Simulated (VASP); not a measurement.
# Pt2F (Fm-3m) in VASP: a series of runs

Pt2F is run at these levels: PBE; tasks: single point, relaxation of cell and atoms.

Everything below comes from runs of VASP 6.6.1. Logs are shortened: lines on timing, memory, paths and dates and some standing lists are left out, and cuts for length are marked.

**1. The cell of the first run**

It takes space group Fm-3m (No. 225, cubic). The conventional cell has a = 5.705 Å, b = 5.705 Å, c = 5.705 Å, α = 90.00°, β = 90.00°, γ = 90.00°. Within 3.3 Å of Pt (site symmetry -43m) lie 4 F at 2.47 Å and 6 Pt at 2.85 Å. F (site symmetry m-3m) has 8 Pt at 2.47 Å within 3.3 Å.

The cell was built from a structure type or drawn by symmetry, and may not be a known phase.

**2. Single point, PBE**

Input file INCAR:

```
SYSTEM = Pt2F
ALGO = Normal
EDIFF = 1E-6
ENCUT = 520
GGA = PE
ISIF = 2
ISMEAR = 0
LASPH = .True.
LCHARG = .False.
LREAL = .False.
LWAVE = .False.
NBANDS = 20
NELM = 100
PREC = Accurate
SIGMA = 0.1
```

Input file KPOINTS:

```
k-points
0
Gamma
  14 14 14
  0 0 0
```

Input file POSCAR:

```
Pt2F
1.0
    0.0000000000      2.8524266947      2.8524266947
    2.8524266947      0.0000000000      2.8524266947
    2.8524266947      2.8524266947      0.0000000000
Pt F
2 1
Direct
    0.2500000000      0.2500000000      0.2500000000
    0.7500000000      0.7500000000      0.7500000000
    0.0000000000      0.0000000000      0.0000000000
```

Potentials or basis: VASP PAW PBE potentials, release 64 (Pt, F).

Started as:

```console
cat potpaw_PBE.64/Pt/POTCAR potpaw_PBE.64/F/POTCAR > POTCAR
mpirun -np 1 vasp_std > vasp.out
```

OUTCAR:

```text
SYSTEM = Pt2F
   EDIFF = 1E-6
   ENCUT = 520
   GGA = PE
   ISIF = 2
   ISMEAR = 0
   LASPH = .True.
   LREAL = .False.
   NELM = 100
   PREC = Accurate

 ion  position               nearest neighbor table
   1  0.250  0.250  0.250-   3 2.47   3 2.47   3 2.47   3 2.47   2 2.85   2 2.85   2 2.85   2 2.85
                             2 2.85   2 2.85
   2  0.750  0.750  0.750-   3 2.47   3 2.47   3 2.47   3 2.47   1 2.85   1 2.85   1 2.85   1 2.85
                             1 2.85   1 2.85
   3  0.000  0.000  0.000-   2 2.47   2 2.47   2 2.47   1 2.47   2 2.47   1 2.47   1 2.47   1 2.47

  LATTYP: Found a face centered cubic cell.
 ALAT       =     5.7048533894

  Lattice vectors:

 A1 = (   0.0000000000,   2.8524266947,   2.8524266947)
 A2 = (   2.8524266947,   0.0000000000,   2.8524266947)
 A3 = (   2.8524266947,   2.8524266947,   0.0000000000)

Analysis of symmetry for initial positions (statically):
=====================================================================
 Subroutine PRICEL returns:
 Original cell was already a primitive cell.

 Routine SETGRP: Setting up the symmetry group for a
 face centered cubic supercell.

 Subroutine GETGRP returns: Found 48 space group operations
 (whereof 48 operations were pure point group operations)
 out of a pool of 48 trial point group operations.

The static configuration has the point symmetry O_h .

Analysis of symmetry for dynamics (positions and initial velocities):
=====================================================================
 Subroutine PRICEL returns:
 Original cell was already a primitive cell.

 Routine SETGRP: Setting up the symmetry group for a
 face centered cubic supercell.

 Subroutine GETGRP returns: Found 48 space group operations
 (whereof 48 operations were pure point group operations)
 out of a pool of 48 trial point group operations.

The dynamic configuration has the point symmetry O_h .

 Subroutine INISYM returns: Found 48 space group operations
 (whereof 48 operations are pure point group operations),
 and found     1 'primitive' translations

----------------------------------------------------------------------------------------

                                     Primitive cell

  volume of cell :      46.4166

  direct lattice vectors                    reciprocal lattice vectors
     0.000000000  2.852426695  2.852426695    -0.175289343  0.175289343  0.175289343
     2.852426695  0.000000000  2.852426695     0.175289343 -0.175289343  0.175289343
     2.852426695  2.852426695  0.000000000     0.175289343  0.175289343 -0.175289343

  length of vectors
     4.033940517  4.033940517  4.033940517     0.303610047  0.303610047  0.303610047

  position of ions in fractional coordinates (direct lattice)
     0.250000000  0.250000000  0.250000000
     0.750000000  0.750000000  0.750000000
     0.000000000  0.000000000  0.000000000

  ion indices of the primitive-cell ions
   primitive index   ion index
                 1           1
                 2           2
                 3           3

----------------------------------------------------------------------------------------

 KPOINTS: k-points

Automatic generation of k-mesh.
 Grid dimensions read from file:
 generate k-points for:   14   14   14

 Generating k-lattice:

  Cartesian coordinates                     Fractional coordinates (reciprocal lattice)
    -0.012520667  0.012520667  0.012520667     0.071428571  0.000000000  0.000000000
     0.012520667 -0.012520667  0.012520667     0.000000000  0.071428571  0.000000000
     0.012520667  0.012520667 -0.012520667     0.000000000  0.000000000  0.071428571

  Length of vectors
     0.021686432  0.021686432  0.021686432

  Shift w.r.t. Gamma in fractional coordinates (k-lattice)
     0.000000000  0.000000000  0.000000000

 Subroutine IBZKPT returns following result:
 ===========================================

 Found    104 irreducible k-points:

 Following reciprocal coordinates:
            Coordinates               Weight
  0.000000  0.000000  0.000000      1.000000
  0.071429  0.000000  0.000000      8.000000
  0.142857  0.000000  0.000000      8.000000
  0.214286  0.000000  0.000000      8.000000
  0.285714  0.000000  0.000000      8.000000
  0.357143  0.000000  0.000000      8.000000
[... 16 lines left out ...]
  0.214286  0.142857  0.000000     24.000000
  0.285714  0.142857  0.000000     24.000000
 [... further k-points ...]
   k-points           NKPTS =    104   k-points in BZ     NKDIM =    104   number of bands    NBANDS=     20
   number of dos      NEDOS =    301   number of ions     NIONS =      3
   total plane-waves  NPLWV =  27000
   dimension x,y,z NGX =    30 NGY =   30 NGZ =   30
   dimension x,y,z NGXF=    60 NGYF=   60 NGZF=   60
   ions per type =               2   1
   NGX,Y,Z   is equivalent  to a cutoff of  12.36, 12.36, 12.36 a.u.
   NGXF,Y,Z  is equivalent  to a cutoff of  24.73, 24.73, 24.73 a.u.
 SYSTEM =  Pt2F
   PREC   = accura    normal or accurate (medium, high low for compatibility)
   ISTART =      0    job   : 0-new  1-cont  2-samecut
   ICHARG =      2    charge: 1-file 2-atom 10-const
   ISPIN  =      1    spin polarized calculation?
   LNONCOLLINEAR =      F non collinear calculations
   LSORBIT =      F    spin-orbit coupling
   LASPH  =      T    aspherical Exc in radial PAW
   ENCUT  =  520.0 eV  38.22 Ry    6.18 a.u.   7.50  7.50  7.50*2*pi/ulx,y,z
   NELM   =    100;   NELMIN=  2; NELMDL= -5     # of ELM steps
   EDIFF  = 0.1E-05   stopping-criterion for ELM
   LREAL  =      F    real-space projection
   EDIFFG = 0.1E-04   stopping-criterion for IOM
   NSW    =      0    number of steps for IOM
   IBRION =     -1    ionic relax: 0-MD 1-quasi-New 2-CG
   NFREE  =      0    steps in history (QN), initial steepest desc. (CG)
   ISIF   =      2    stress and relaxation
   ISYM   =      2    0-nonsym 1-usesym 2-fastsym
   POTIM  = 0.5000    time-step for ionic-motion
   TEBEG  =    0.0;   TEEND  =   0.0 temperature during run
   PSTRESS=    0.0 pullay stress
   NELECT =      27.0000    total number of electrons
   NUPDOWN=      -1.0000    fix difference up-down
   EMIN   =  10.00;   EMAX   =-10.00  energy-range for DOS
   EFERMI =   0.00;   METHOD = LEGACY
   ISMEAR =     0;   SIGMA  =   0.10  broadening in eV -4-tet -1-fermi 0-gaus
   EFERMI_NEDOS =   21; number of points for ismear=-14 and -15
   IALGO  =     38    algorithm
   IMIX   =      4    mixing-type and parameters
     AMIX     =   0.40;   BMIX     =  1.00
     AMIX_MAG =   1.60;   BMIX_MAG =  1.00
  volume/ion in A,a.u.               =      15.47       104.41
  Fermi-wavevector in a.u.,A,eV,Ry     =   1.366590  2.582481 25.409811  1.867568
  Thomas-Fermi vector in A             =   2.492717
   LORBIT       =      0    0 simple, 1 ext, 2 COOP (PROOUT), +10 PAW based schemes
   GGA     = PE    functional components
   LHFCALC =     F    Hartree Fock is set to
   AEXX    =    0.0000 exact exchange contribution
   IVDW    =     0    specifies the selected vdW correction
   LEPSILON=     F    determine dielectric tensor
   LRPA    =     F    only Hartree local field effects (RPA)
 non-spin polarized calculation
 Gauss-broadening in eV      SIGMA  =   0.10
  energy-cutoff  :      520.00
  volume of cell :       46.42
 maximum number of plane-waves:      1268
 NGX is ok and might be reduce to    30
   NGX = 15   NGY = 15   NGZ = 15

 number of electron      27.0000006 magnetization

 Free energy of the ion-electron system (eV)
  ---------------------------------------------------
  ext. energy  EPLUGINS =         0.00000000
  ---------------------------------------------------
  free energy    TOTEN  =       -11.90028638 eV

  energy without entropy =      -11.86123143  energy(sigma->0) =      -11.88075891

 E-fermi :   6.2572     XC(G=0): -11.8253

 val. band max:        6.2515427695   @ k =   0.2143   0.1429   0.0000
 cond. band min:       6.2584146196   @ k =   0.1429   0.1429   0.0000
 fundamental gap:      0.0068718501
 Fermi energy:         6.2572440189

 k-point     1 :       0.0000    0.0000    0.0000
  band No.  band energies     occupation
      1     -17.2395      2.00000
      2      -0.1434      2.00000
      3      -0.1434      2.00000
      4      -0.1434      2.00000
      5       1.1776      2.00000
      6       2.1600      2.00000
[... 12 lines left out ...]
     19      17.7458      0.00000
     20      19.7891      0.00000

 k-point     2 :       0.0714    0.0000    0.0000
  band No.  band energies     occupation
      1     -17.2364      2.00000
      2      -0.2245      2.00000
      3      -0.1252      2.00000
      4      -0.1252      2.00000
      5       1.3867      2.00000
      6       2.2037      2.00000
[... 12 lines left out ...]
     19      18.3494      0.00000
     20      19.3652      0.00000

 k-point     3 :       0.1429    0.0000    0.0000
  band No.  band energies     occupation
      1     -17.2280      2.00000
      2      -0.3570      2.00000
      3      -0.0731      2.00000
      4      -0.0731      2.00000
      5       1.8922      2.00000
      6       2.3341      2.00000
[... 12 lines left out ...]
     19      18.4962      0.00000
     20      19.8803      0.00000

 k-point     4 :       0.2143    0.0000    0.0000
  band No.  band energies     occupation
      1     -17.2155      2.00000
      2      -0.4302      2.00000
      3       0.0052      2.00000
      4       0.0052      2.00000
      5       2.5485      2.00000
      6       2.5485      2.00000
[... 12 lines left out ...]
     19      18.0391      0.00000
     20      20.0253      0.00000

 k-point     5 :       0.2857    0.0000    0.0000
  band No.  band energies     occupation
      1     -17.2018      2.00000
      2      -0.4226      2.00000
      3       0.0967      2.00000
      4       0.0967      2.00000
      5       2.8419      2.00000
      6       2.8419      2.00000
[... 12 lines left out ...]
     19      17.6655      0.00000
     20      19.7664      0.00000

 k-point     6 :       0.3571    0.0000    0.0000
  band No.  band energies     occupation
      1     -17.1897      2.00000
      2      -0.3584      2.00000
      3       0.1842      2.00000
      4       0.1842      2.00000
      5       3.2047      2.00000
      6       3.2047      2.00000
[... 12 lines left out ...]
     19      17.4107      0.00000
     20      19.6073      0.00000

 k-point     7 :       0.4286    0.0000    0.0000
  band No.  band energies     occupation
      1     -17.1813      2.00000
      2      -0.2857      2.00000
      3       0.2480      2.00000
      4       0.2480      2.00000
      5       3.6157      2.00000
      6       3.6157      2.00000
[... 12 lines left out ...]
     19      17.2701      0.00000
     20      19.5578      0.00000
[... 277 lines left out ...]
 k-point    20 :      -0.1429    0.0714    0.0000
  band No.  band energies     occupation
      1     -17.2218      2.00000
      2      -0.4278      2.00000
      3      -0.0611      2.00000
      4       0.0115      2.00000
      5       2.2013      2.00000
      6       2.3783      2.00000
[... 12 lines left out ...]
     19      18.4580      0.00000
     20      19.6157      0.00000

 k-point    21 :      -0.0714    0.0714    0.0000
  band No.  band energies     occupation
      1     -17.2316      2.00000
      2      -0.3266      2.00000
      3      -0.1107      2.00000
      4      -0.0662      2.00000
      5       1.6827      2.00000
      6       2.2387      2.00000
[... 12 lines left out ...]
     19      18.9406      0.00000
     20      19.0804      0.00000

 k-point    22 :       0.1429    0.1429    0.0000
  band No.  band energies     occupation
      1     -17.2242      2.00000
      2      -0.5124      2.00000
      3       0.0103      2.00000
      4       0.0103      2.00000
      5       2.0587      2.00000
      6       2.2351      2.00000
[... 12 lines left out ...]
     19      17.7625      0.00000
     20      20.7140      0.00000

 k-point    23 :       0.2143    0.1429    0.0000
  band No.  band energies     occupation
      1     -17.2150      2.00000
      2      -0.5970      2.00000
      3       0.0782      2.00000
      4       0.0913      2.00000
      5       2.3134      2.00000
      6       2.4237      2.00000
[... 12 lines left out ...]
     19      17.1587      0.00000
     20      20.7489      0.00000

 k-point    24 :       0.2857    0.1429    0.0000
  band No.  band energies     occupation
      1     -17.2031      2.00000
      2      -0.6064      2.00000
      3       0.1394      2.00000
      4       0.1811      2.00000
      5       2.4766      2.00000
      6       2.7661      2.00000
[... 12 lines left out ...]
     19      16.8297      0.00000
     20      20.2409      0.00000

 [... further k-points ...]

------------------------ aborting loop because EDIFF is reached ----------------------------------------

  FORCE on cell =-STRESS in cart. coord.  units (eV):
  Direction    XX          YY          ZZ          XY          YZ          ZX
  --------------------------------------------------------------------------------------
  -------------------------------------------------------------------------------------
  Total       -0.0958819     -0.0958819     -0.0958819     -0.0000000     -0.0000000     -0.0000000
  in kB       -3.3095879     -3.3095879     -3.3095879     -0.0000000     -0.0000000     -0.0000000
  external PRESSURE =      -3.3095879 kB  Pullay stress =       0.0000000 kB

 VOLUME and BASIS-vectors are now :
 -----------------------------------------------------------------------------
  energy-cutoff  :      520.00
  volume of cell :       46.42
      direct lattice vectors                 reciprocal lattice vectors
     0.000000000  2.852426695  2.852426695    -0.175289343  0.175289343  0.175289343
     2.852426695  0.000000000  2.852426695     0.175289343 -0.175289343  0.175289343
     2.852426695  2.852426695  0.000000000     0.175289343  0.175289343 -0.175289343

 POSITION                                       TOTAL-FORCE (eV/Angst)
 -----------------------------------------------------------------------------------
      1.42621      1.42621      1.42621        -0.000000      0.000000     -0.000000
      4.27864      4.27864      4.27864         0.000000     -0.000000      0.000000
      0.00000      0.00000      0.00000        -0.000000     -0.000000     -0.000000
 -----------------------------------------------------------------------------------
    total drift:                                0.000000     -0.000000      0.000000

  FREE ENERGIE OF THE ION-ELECTRON SYSTEM (eV)
  ---------------------------------------------------
  free  energy   TOTEN  =       -11.9002863773 eV

  energy  without entropy=      -11.8612314344  energy(sigma->0) =      -11.88075891
```

Run time: 43 s. Hardware: 1 thread of Intel Xeon 6975P-C (Granite Rapids), shared host; peak memory 0.23 GiB.

Results:

- Free energy: -11.9003 eV
- Pressure: -0.3 GPa
- Band gap on the k mesh: zero (an odd number of electrons rules out a gap without spin polarisation)

Levels at points of the mesh, in eV from the Fermi level:
```
           k point  band 11  band 12  band 13  band 14  band 15  band 16
(0.00, 0.00, 0.00)    -0.04    -0.04    -0.04     1.14     1.14     7.96
(0.50, 0.00, 0.00)    -1.53    -1.51    -0.66    -0.09    -0.09     1.58
(0.50, 0.50, 0.00)    -0.90    -0.90     0.11     1.05     2.29     3.78
```

Caveat: spin-orbit coupling is left out, which moves the levels of the heavy elements; an odd number of electrons without spin polarisation forces a metal; a magnetic or distorted state may lie lower.

**3. Relaxation of cell and atoms, PBE**

Input file INCAR:

```
SYSTEM = Pt2F
PREC = Accurate ; ENCUT = 600
EDIFF = 1E-6 ; ISMEAR = 0
SIGMA = 0.1 ; LREAL = .False.
LASPH = .True. ; NELM = 100
ALGO = Normal ; ISIF = 3
LWAVE = .False. ; LCHARG = .False.
GGA = PE ; IBRION = 2
NSW = 100 ; EDIFFG = -0.01
```

Input file KPOINTS:

```
Automatic mesh
0
Gamma
  14 14 14
  0 0 0
```

Input file POSCAR:

```
Pt2F
1.0
    0.0000000000      2.8508119794      2.8508119794
    2.8508119794      0.0000000000      2.8508119794
    2.8508119794      2.8508119794      0.0000000000
Pt F
2 1
Direct
    0.2500000000      0.2500000000      0.2500000000
    0.7500000000      0.7500000000      0.7500000000
    0.0000000000      0.0000000000      0.0000000000
```

Potentials or basis: VASP PAW PBE potentials, release 64 (Pt, F).

Started as:

```console
cat potpaw_PBE.64/Pt/POTCAR potpaw_PBE.64/F/POTCAR > POTCAR
mpirun -np 1 vasp_std > vasp.out
```

It took 42 s on 1 thread of Intel Xeon 6975P-C (Granite Rapids), shared host; peak memory 0.24 GiB.

It converged, with:

* Free energy: -11.9018 eV
* Pressure after relaxing: 0.0 GPa
* Band gap on the k mesh: zero (an odd number of electrons rules out a gap without spin polarisation)

Final structure:
```
CELL_PARAMETERS angstrom
0.00000 2.85081 2.85081
2.85081 0.00000 2.85081
2.85081 2.85081 0.00000
ATOMIC_POSITIONS crystal
Pt 0.25000 0.25000 0.25000
Pt 0.75000 0.75000 0.75000
F 0.00000 0.00000 0.00000
```

Levels at points of the mesh, in eV from the Fermi level:
```csv
k point,band 9,band 10,band 11,band 12,band 13,band 14,band 15,band 16,band 17
"(0.00, 0.00, 0.00)",-1.03,-1.03,-0.04,-0.04,-0.04,1.14,1.14,7.97,7.97
"(0.50, 0.00, 0.00)",-1.87,-1.53,-1.53,-1.52,-0.66,-0.09,-0.09,1.58,10.66
"(0.50, 0.50, 0.00)",-1.21,-1.21,-0.90,-0.90,0.11,1.05,2.29,3.79,6.38
```

Caveat: the relaxation stopped at its first step, so nothing moved; spin-orbit coupling is left out, which moves the levels of the heavy elements; an odd number of electrons without spin polarisation forces a metal; a magnetic or distorted state may lie lower.

**4. Single point, PBE**

This run uses another cell than the first one, of 14.33 Å³/atom.

Input file INCAR:

```
PREC = Accurate
ENCUT = 520
EDIFF = 1E-6
ISMEAR = 0
SIGMA = 0.1
LREAL = F
LASPH = T
NELM = 100
ALGO = Normal
ISIF = 2
LWAVE = F
LCHARG = T
GGA = PE
LELF = T
LVHAR = T
NBANDS = 20
```

Input file KPOINTS:

```
regular mesh
0
Gamma
  6 6 6
```

Input file POSCAR:

```
Pt2F
1.0
    0.0000000000      2.7802173900      2.7802173900
    2.7802173900      0.0000000000      2.7802173900
    2.7802173900      2.7802173900      0.0000000000
Pt F
2 1
Direct
    0.2500000000      0.2500000000      0.2500000000
    0.7500000000      0.7500000000      0.7500000000
    0.0000000000      0.0000000000      0.0000000000
```

Started as:

```console
cat potpaw_PBE.64/Pt/POTCAR potpaw_PBE.64/F/POTCAR > POTCAR
mpirun -np 1 vasp_std > vasp.out
```

Run time: 14 s. Hardware: 1 thread of Intel Xeon 6975P-C (Granite Rapids), shared host; peak memory 0.17 GiB.

The run converged. Its results:

- Free energy: -11.7739 eV
- Pressure: 12.4 GPa
- Band gap on the k mesh: zero (an odd number of electrons rules out a gap without spin polarisation)

Levels at points of the mesh, in eV from the Fermi level:
```
           k point  band 11  band 12  band 13  band 14  band 15  band 16
(0.00, 0.00, 0.00)    -0.04    -0.04    -0.04     1.32     1.32     8.19
(0.50, 0.00, 0.00)    -1.76    -1.65    -0.80    -0.09    -0.09     1.66
(0.50, 0.50, 0.00)    -1.04    -1.04     0.13     1.22     2.23     4.18
```

Caveat: the cell stands under pressure; spin-orbit coupling is left out, which moves the levels of the heavy elements; an odd number of electrons without spin polarisation forces a metal; a magnetic or distorted state may lie lower.

**5. Overview**

| task | cell | k mesh | cutoff (eV) | gap on the mesh (eV) | pressure (GPa) |
| --- | --- | --- | --- | --- | --- |
| single point | a = 4.034 Å, angles 60.0°, 3 atoms | 14 × 14 × 14 | 520 | none | -0.3 |
| relaxation of cell and atoms | relaxed from a = 4.032 Å, angles 60.0°, 3 atoms | 14 × 14 × 14 | 600 | none | 0.0 |
| single point | a = 3.932 Å, angles 60.0°, 3 atoms | 6 × 6 × 6 | 520 | none | 12.4 |

Alike in all rows: level PBE; potentials or basis VASP PAW PBE potentials, release 64 (Pt, F); no spin polarisation; smearing gaussian 0.1 eV.

Caveats: spin-orbit coupling is left out, which moves the levels of the heavy elements; an odd number of electrons without spin polarisation forces a metal; a magnetic or distorted state may lie lower; the relaxation stopped at its first step, so nothing moved (at least some runs); the cell stands under pressure (at least some runs).

Absolute energies hang on the potentials; compare differences alone.
